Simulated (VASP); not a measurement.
Runs of VASP 6.6.1 on Os. The structure is that of space group Fm-3m (No. 225), or close to it. The cells are those of the table. 

```tsv
task	cell	gap on the mesh (eV)	pressure (GPa)
electric field gradients	a = 2.737 Å, angles 60.7°, 1 atom	none	-9.6
single point	a = 2.778 Å, angles 58.7°, 1 atom	none	-9.2
single point	a = 2.769 Å, angles 60.0°, 1 atom	none	(a)
single point	a = 2.723 Å, angles 61.3°, 1 atom	none	-9.2
electric field gradients	a = 2.732 Å, angles 60.0°, 1 atom	none	-2.3
```

Alike in all rows: level PBE; potentials or basis VASP PAW PBE potentials, release 64 (Os); no spin polarisation; k mesh 14 × 14 × 14; cutoff (eV) 520; smearing fermi-dirac 0.05 eV.

Fill in the values left out.

(a) -16.3.

Caveats: spin-orbit coupling is left out, which moves the levels of the heavy elements.

A k mesh can miss the band edges, and the runs leave out spin-orbit coupling on Os.

A gap of «none» marks levels without a gap at the run's occupations.
